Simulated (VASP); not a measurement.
# CdF2 (Fm-3m) in VASP: further runs

CdF2 is run at these levels: PBE-based screened hybrid with 15 % exact exchange, PBE; tasks: single point.

Everything below comes from runs of VASP 6.6.1. Logs are shortened: lines on timing, memory, paths and dates and some standing lists are left out, and cuts for length are marked.

## 1. The cell of the first run

It takes space group Fm-3m (No. 225, cubic). Conventional cell: a = 5.388 Å, b = 5.388 Å, c = 5.388 Å, α = 90.00°, β = 90.00°, γ = 90.00°. Within 3.1 Å of Cd (site symmetry m-3m) lie 8 F at 2.33 Å. F (site symmetry -43m) has 4 Cd at 2.33 Å and 6 F at 2.69 Å within 3.1 Å.

## 2. Single point, PBE-based screened hybrid with 15 % exact exchange

The input, POSCAR:

```
CdF2
1.0
    0.0000000000      2.6941776810      2.6941776810
    2.6941776810      0.0000000000      2.6941776810
    2.6941776810      2.6941776810      0.0000000000
Cd F
1 2
Direct
    0.0000000000      0.0000000000      0.0000000000
    0.2500000000      0.2500000000      0.2500000000
    0.7500000000      0.7500000000      0.7500000000
```

The input, INCAR.step1:

```
SYSTEM = CdF2
ALGO = Normal
EDIFF = 1E-5
ENCUT = 520
GGA = PE
ISIF = 2
ISMEAR = 0
LASPH = .True.
LCHARG = .False.
LREAL = .False.
LWAVE = .True.
NBANDS = 20
NELM = 100
PREC = Accurate
SIGMA = 0.01
```

The input, INCAR.step2:

```
SYSTEM = CdF2
AEXX = 0.15
ALGO = Normal
EDIFF = 1E-6
ENCUT = 520
GGA = PE
HFSCREEN = 0.1
ISIF = 2
ISMEAR = 0
ISTART = 1
LASPH = .True.
LCHARG = .False.
LHFCALC = .True.
LREAL = .False.
LWAVE = .False.
NBANDS = 20
NELM = 100
PREC = Accurate
PRECFOCK = Normal
SIGMA = 0.01
```

The input, KPOINTS:

```
k-points
0
Gamma
  4 4 4
  0 0 0
```

Potentials or basis: VASP PAW PBE potentials, release 64 (Cd, F).

Launch:

```console
$ cat potpaw_PBE.64/Cd/POTCAR potpaw_PBE.64/F/POTCAR > POTCAR
$ cp INCAR.step1 INCAR
$ mpirun -np 1 vasp_std > vasp.out
$ cp INCAR.step2 INCAR
$ mpirun -np 1 vasp_std > vasp.out
```

OUTCAR:

```text
SYSTEM = CdF2
   AEXX = 0.15
   EDIFF = 1E-6
   ENCUT = 520
   GGA = PE
   HFSCREEN = 0.1
   ISIF = 2
   ISMEAR = 0
   ISTART = 1
   LASPH = .True.
   LHFCALC = .True.
   LREAL = .False.
   NELM = 100
   PREC = Accurate
   PRECFOCK = Normal

 ion  position               nearest neighbor table
   1  0.000  0.000  0.000-   2 2.33   3 2.33   3 2.33   3 2.33   3 2.33   2 2.33   2 2.33   2 2.33

   2  0.250  0.250  0.250-   1 2.33   1 2.33   1 2.33   1 2.33
   3  0.750  0.750  0.750-   1 2.33   1 2.33   1 2.33   1 2.33

  LATTYP: Found a face centered cubic cell.
 ALAT       =     5.3883553620

  Lattice vectors:

 A1 = (   0.0000000000,   2.6941776810,   2.6941776810)
 A2 = (   2.6941776810,   0.0000000000,   2.6941776810)
 A3 = (   2.6941776810,   2.6941776810,   0.0000000000)

Analysis of symmetry for initial positions (statically):
=====================================================================
 Subroutine PRICEL returns:
 Original cell was already a primitive cell.

 Routine SETGRP: Setting up the symmetry group for a
 face centered cubic supercell.

 Subroutine GETGRP returns: Found 48 space group operations
 (whereof 48 operations were pure point group operations)
 out of a pool of 48 trial point group operations.

The static configuration has the point symmetry O_h .

Analysis of symmetry for dynamics (positions and initial velocities):
=====================================================================
 Subroutine PRICEL returns:
 Original cell was already a primitive cell.

 Routine SETGRP: Setting up the symmetry group for a
 face centered cubic supercell.

 Subroutine GETGRP returns: Found 48 space group operations
 (whereof 48 operations were pure point group operations)
 out of a pool of 48 trial point group operations.

The dynamic configuration has the point symmetry O_h .

 Subroutine INISYM returns: Found 48 space group operations
 (whereof 48 operations are pure point group operations),
 and found     1 'primitive' translations

----------------------------------------------------------------------------------------

                                     Primitive cell

  volume of cell :      39.1119

  direct lattice vectors                    reciprocal lattice vectors
     0.000000000  2.694177681  2.694177681    -0.185585384  0.185585384  0.185585384
     2.694177681  0.000000000  2.694177681     0.185585384 -0.185585384  0.185585384
     2.694177681  2.694177681  0.000000000     0.185585384  0.185585384 -0.185585384

  length of vectors
     3.810142616  3.810142616  3.810142616     0.321443315  0.321443315  0.321443315

  position of ions in fractional coordinates (direct lattice)
     0.000000000  0.000000000  0.000000000
     0.250000000  0.250000000  0.250000000
     0.750000000  0.750000000  0.750000000

  ion indices of the primitive-cell ions
   primitive index   ion index
                 1           1
                 2           2
                 3           3

----------------------------------------------------------------------------------------

 KPOINTS: k-points

Automatic generation of k-mesh.
 Grid dimensions read from file:
 generate k-points for:    4    4    4

 Generating k-lattice:

  Cartesian coordinates                     Fractional coordinates (reciprocal lattice)
    -0.046396346  0.046396346  0.046396346     0.250000000  0.000000000  0.000000000
     0.046396346 -0.046396346  0.046396346     0.000000000  0.250000000  0.000000000
     0.046396346  0.046396346 -0.046396346     0.000000000  0.000000000  0.250000000

  Length of vectors
     0.080360829  0.080360829  0.080360829

  Shift w.r.t. Gamma in fractional coordinates (k-lattice)
     0.000000000  0.000000000  0.000000000

 Subroutine IBZKPT returns following result:
 ===========================================

 Found      8 irreducible k-points:

 Following reciprocal coordinates:
            Coordinates               Weight
  0.000000  0.000000  0.000000      1.000000
  0.250000  0.000000  0.000000      8.000000
  0.500000  0.000000  0.000000      4.000000
  0.250000  0.250000  0.000000      6.000000
  0.500000  0.250000  0.000000     24.000000
 -0.250000  0.250000  0.000000     12.000000
  0.500000  0.500000  0.000000      3.000000
 -0.250000  0.500000  0.250000      6.000000
   k-points           NKPTS =      8   k-points in BZ     NKDIM =     64   number of bands    NBANDS=     20
   number of dos      NEDOS =    301   number of ions     NIONS =      3
   total plane-waves  NPLWV =  21952
   dimension x,y,z NGX =    28 NGY =   28 NGZ =   28
   dimension x,y,z NGXF=    56 NGYF=   56 NGZF=   56
   ions per type =               1   2
   NGX,Y,Z   is equivalent  to a cutoff of  12.22, 12.22, 12.22 a.u.
   NGXF,Y,Z  is equivalent  to a cutoff of  24.43, 24.43, 24.43 a.u.
 SYSTEM =  CdF2
   PREC   = accura    normal or accurate (medium, high low for compatibility)
   ISTART =      1    job   : 0-new  1-cont  2-samecut
   ICHARG =      0    charge: 1-file 2-atom 10-const
   ISPIN  =      1    spin polarized calculation?
   LNONCOLLINEAR =      F non collinear calculations
   LSORBIT =      F    spin-orbit coupling
   LASPH  =      T    aspherical Exc in radial PAW
   ENCUT  =  520.0 eV  38.22 Ry    6.18 a.u.   7.08  7.08  7.08*2*pi/ulx,y,z
   NELM   =    100;   NELMIN=  2; NELMDL=  0     # of ELM steps
   EDIFF  = 0.1E-05   stopping-criterion for ELM
   LREAL  =      F    real-space projection
   EDIFFG = 0.1E-04   stopping-criterion for IOM
   NSW    =      0    number of steps for IOM
   IBRION =     -1    ionic relax: 0-MD 1-quasi-New 2-CG
   NFREE  =      0    steps in history (QN), initial steepest desc. (CG)
   ISIF   =      2    stress and relaxation
   ISYM   =      3    0-nonsym 1-usesym 2-fastsym
   POTIM  = 0.5000    time-step for ionic-motion
   TEBEG  =    0.0;   TEEND  =   0.0 temperature during run
   PSTRESS=    0.0 pullay stress
   NELECT =      26.0000    total number of electrons
   NUPDOWN=      -1.0000    fix difference up-down
   EMIN   =  10.00;   EMAX   =-10.00  energy-range for DOS
   EFERMI =   0.00;   METHOD = LEGACY
   ISMEAR =     0;   SIGMA  =   0.01  broadening in eV -4-tet -1-fermi 0-gaus
   EFERMI_NEDOS =   21; number of points for ismear=-14 and -15
   IALGO  =     38    algorithm
   IMIX   =      1    mixing-type and parameters
     AMIX     =   0.40;   BMIX     =  1.00
     AMIX_MAG =   1.60;   BMIX_MAG =  1.00
  volume/ion in A,a.u.               =      13.04        87.98
  Fermi-wavevector in a.u.,A,eV,Ry     =   1.428772  2.699988 27.774804  2.041391
  Thomas-Fermi vector in A             =   2.548798
   LORBIT       =      0    0 simple, 1 ext, 2 COOP (PROOUT), +10 PAW based schemes
   GGA     = PE    functional components
   LHFCALC =     T    Hartree Fock is set to
   PRECFOCK=normal    Normal, Fast or Accurate (Low or Medium for compatibility)
   ENCUT4O =  -1.0   cutoff for four orbital integrals eV
   NKREDX  =     1    reduce k-point grid by
   NKREDY  =     1    reduce k-point grid by
   NKREDZ  =     1    reduce k-point grid by
   AEXX    =    0.1500 exact exchange contribution
   HFSCREEN=    0.1000 screening length (either q_TF or 0.3 A-1)
   HFSCREENC=   0.1000 screening length for correlation (either q_TF or 0.3 A-1)
   ENCUTFOCK=  -1.0 apply spherical cutoff to Coloumb kernel
   IVDW    =     0    specifies the selected vdW correction
   LEPSILON=     F    determine dielectric tensor
   LRPA    =     F    only Hartree local field effects (RPA)
 non-spin polarized calculation
 Gauss-broadening in eV      SIGMA  =   0.01
  energy-cutoff  :      520.00
  volume of cell :       39.11
 maximum number of plane-waves:      1067
  NGX = 24; NGY = 24; NGZ = 24

 number of electron      25.9999990 magnetization

 Free energy of the ion-electron system (eV)
  ---------------------------------------------------
  ext. energy  EPLUGINS =         0.00000000
  ---------------------------------------------------
  free energy    TOTEN  =       -13.16740418 eV

  energy without entropy =      -13.16740418  energy(sigma->0) =      -13.16740418

 E-fermi :  -2.2646     XC(G=0):  -9.1432

 val. band max:       -2.3565803809   @ k =  -0.2500   0.5000   0.2500
 cond. band min:       2.1763150169   @ k =   0.0000   0.0000   0.0000
 fundamental gap:      4.5328953978
 Fermi energy:        -2.2645875071

 k-point     1 :       0.0000    0.0000    0.0000
  band No.  band energies     occupation
      1     -24.1694      2.00000
      2     -23.0425      2.00000
      3      -8.2457      2.00000
      4      -8.2457      2.00000
      5      -8.2457      2.00000
      6      -6.9828      2.00000
[... 12 lines left out ...]
     19      19.1401      0.00000
     20      19.1401      0.00000

 k-point     2 :       0.2500    0.0000    0.0000
  band No.  band energies     occupation
      1     -23.9816      2.00000
      2     -23.2097      2.00000
      3      -8.0454      2.00000
      4      -8.0454      2.00000
      5      -7.6159      2.00000
      6      -7.0162      2.00000
[... 12 lines left out ...]
     19      18.0928      0.00000
     20      18.8628      0.00000

 k-point     3 :       0.5000    0.0000    0.0000
  band No.  band energies     occupation
      1     -23.6201      2.00000
      2     -23.5450      2.00000
      3      -7.8924      2.00000
      4      -7.8924      2.00000
      5      -6.9189      2.00000
      6      -6.9189      2.00000
[... 12 lines left out ...]
     19      17.4211      0.00000
     20      18.0015      0.00000

 k-point     4 :       0.2500    0.2500    0.0000
  band No.  band energies     occupation
      1     -23.9390      2.00000
      2     -23.2374      2.00000
      3      -7.8931      2.00000
      4      -7.8931      2.00000
      5      -7.5009      2.00000
      6      -7.3375      2.00000
[... 12 lines left out ...]
     19      19.7333      0.00000
     20      20.6844      0.00000

 k-point     5 :       0.5000    0.2500    0.0000
  band No.  band energies     occupation
      1     -23.6808      2.00000
      2     -23.4590      2.00000
      3      -7.7389      2.00000
      4      -7.6187      2.00000
      5      -7.2487      2.00000
      6      -6.9348      2.00000
[... 12 lines left out ...]
     19      19.1832      0.00000
     20      20.7169      0.00000

 k-point     6 :      -0.2500    0.2500    0.0000
  band No.  band energies     occupation
      1     -23.7542      2.00000
      2     -23.4027      2.00000
      3      -7.8392      2.00000
      4      -7.7281      2.00000
      5      -7.1586      2.00000
      6      -7.0708      2.00000
[... 12 lines left out ...]
     19      17.3806      0.00000
     20      21.4815      0.00000

 k-point     7 :       0.5000    0.5000    0.0000
  band No.  band energies     occupation
      1     -23.6926      2.00000
      2     -23.4225      2.00000
      3      -7.9563      2.00000
      4      -7.2745      2.00000
      5      -7.2745      2.00000
      6      -6.8709      2.00000
[... 12 lines left out ...]
     19      18.7497      0.00000
     20      20.7052      0.00000

 k-point     8 :      -0.2500    0.5000    0.2500
  band No.  band energies     occupation
      1     -23.5604      2.00000
      2     -23.5604      2.00000
      3      -7.6013      2.00000
      4      -7.2691      2.00000
      5      -7.2287      2.00000
      6      -7.1112      2.00000
[... 12 lines left out ...]
     19      18.5280      0.00000
     20      20.6774      0.00000

------------------------ aborting loop because EDIFF is reached ----------------------------------------

  FORCE on cell =-STRESS in cart. coord.  units (eV):
  Direction    XX          YY          ZZ          XY          YZ          ZX
  --------------------------------------------------------------------------------------
  -------------------------------------------------------------------------------------
  Total        0.9403523      0.9403523      0.9403523      0.0000000      0.0000000     -0.0000000
  in kB       38.5205477     38.5205477     38.5205477      0.0000000      0.0000000     -0.0000000
  external PRESSURE =      38.5205477 kB  Pullay stress =       0.0000000 kB

 VOLUME and BASIS-vectors are now :
 -----------------------------------------------------------------------------
  energy-cutoff  :      520.00
  volume of cell :       39.11
      direct lattice vectors                 reciprocal lattice vectors
     0.000000000  2.694177681  2.694177681    -0.185585384  0.185585384  0.185585384
     2.694177681  0.000000000  2.694177681     0.185585384 -0.185585384  0.185585384
     2.694177681  2.694177681  0.000000000     0.185585384  0.185585384 -0.185585384

 POSITION                                       TOTAL-FORCE (eV/Angst)
 -----------------------------------------------------------------------------------
      0.00000      0.00000      0.00000        -0.000000     -0.000000     -0.000000
      1.34709      1.34709      1.34709        -0.000000     -0.000000     -0.000000
      4.04127      4.04127      4.04127         0.000000      0.000000      0.000000
 -----------------------------------------------------------------------------------
    total drift:                                0.000028      0.000056      0.000052

  FREE ENERGIE OF THE ION-ELECTRON SYSTEM (eV)
  ---------------------------------------------------
  free  energy   TOTEN  =       -13.1674041832 eV

  energy  without entropy=      -13.1674041832  energy(sigma->0) =      -13.16740418
```

Wall time 8.9 min (1 thread of Intel Xeon Platinum 8488C (Sapphire Rapids), shared host); peak memory 0.26 GiB.

Results:

| Item | Value |
| --- | --- |
| Free energy | -13.1674 eV |
| Pressure | 3.9 GPa |
| Band gap on the k mesh | 4.53 eV (least direct gap 5.08 eV) |

Levels at points of the mesh, in eV from the valence-band top:
```csv
k point,band 10,band 11,band 12,band 13,band 14,band 15,band 16,band 17
"(0.00, 0.00, 0.00)",-0.99,-0.55,-0.55,-0.55,4.53,14.29,14.29,14.29
"(0.50, 0.00, 0.00)",-1.90,-1.90,-0.43,-0.43,8.80,10.64,16.23,16.23
"(0.50, 0.50, 0.00)",-3.06,-0.52,-0.09,-0.09,9.69,11.21,13.32,16.04
```

Caveat: the k points lie up to 0.50 Å⁻¹ apart; the PAW data sets were made with another functional, which shifts forces and pressure a little. A k mesh can miss the band edges.

## 3. Single point, PBE

The input, INCAR:

```
PREC = Accurate ; ENCUT = 520
EDIFF = 1E-6 ; ISMEAR = 0
SIGMA = 0.01 ; LREAL = F
LASPH = T ; NELM = 100
ALGO = Normal ; ISIF = 2
LWAVE = F ; LCHARG = F
GGA = PE ; NBANDS = 20
```

The input, KPOINTS:

```
regular mesh
0
Gamma
  6 6 6
```

POSCAR is that of step 2.

Potentials or basis: VASP PAW PBE potentials, release 64 (Cd, F).

Launch:

```console
$ cat potpaw_PBE.64/Cd/POTCAR potpaw_PBE.64/F/POTCAR > POTCAR
$ mpirun -np 1 vasp_std > vasp.out
```

Run time: 5.7 s. Hardware: 1 thread of Intel Xeon 6975P-C (Granite Rapids), shared host; peak memory 0.16 GiB.

Results (log left out):

* Free energy: -10.8598 eV
* Pressure: 6.2 GPa
* Band gap on the k mesh: 3.09 eV (least direct gap 3.57 eV)

Levels at points of the mesh, in eV from the valence-band top:
```tsv
k point	band 10	band 11	band 12	band 13	band 14	band 15	band 16	band 17
(0.00, 0.00, 0.00)	-0.95	-0.48	-0.48	-0.48	3.09	12.72	12.72	12.72
(0.50, 0.00, 0.00)	-1.82	-1.82	-0.38	-0.38	7.19	9.18	14.52	14.52
(0.50, 0.50, 0.00)	-2.94	-0.48	-0.07	-0.07	8.02	9.67	11.94	14.30
```

Caveat: the cell stands under pressure.
